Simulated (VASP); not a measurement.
**Cu: electric field gradients with PBE**

The system is Cu.

```
CELL_PARAMETERS angstrom
0.05423 1.83461 1.83461
1.83461 0.05423 1.83461
1.83461 1.83461 0.05423
ATOMIC_POSITIONS crystal
Cu 0.00000 0.00000 0.00000
```

This cell differs from its parent crystal: equal xy, yz and zx shear strains of +3 %.

```
Program                : VASP 6.6.1
Task                   : electric field gradients
Functional             : PBE
Potentials or basis    : VASP PAW PBE potentials, release 64 (Cu)
Cutoff                 : 520 eV
k mesh                 : 19 × 19 × 19
Occupations            : fermi-dirac, width 0.08 eV
Spin                   : no spin polarisation
Dipole correction      : no
Further INCAR settings : ALGO = Normal; EDIFF = 1e-08; NBANDS = 12
```

```
Pressure : 2.7 GPa
```

Stress tensor (GPa, compression positive):
```
 2.73 -2.40 -2.40
-2.40  2.73 -2.40
-2.40 -2.40  2.73
```

Levels at points of the mesh, in eV from the Fermi level:
| k point | band 2 | band 3 | band 4 | band 5 | band 6 | band 7 | band 8 | band 9 | band 10 | band 11 |
| --- | --- | --- | --- | --- | --- | --- | --- | --- | --- | --- |
| (0.00, 0.00, 0.00) | -3.21 | -3.00 | -3.00 | -2.23 | -2.23 | 22.02 | 24.36 | 25.98 | 25.98 | 26.37 |

Electric field gradients, principal values (V/Å²):
```csv
atom,least,middle,greatest (by size)
1 Cu,-1.267,-1.267,2.535
```

Run time: 62 s on 1 thread of AMD EPYC 9R45 96-Core Processor (Zen 5) (shared host), peak memory 0.17 GiB.

Caveat: the cell differs from its parent crystal (equal xy, yz and zx shear strains of +3 %); without QUAD_EFG the Cq values of the log hold for a quadrupole moment of 1 mb, not for the nuclei.
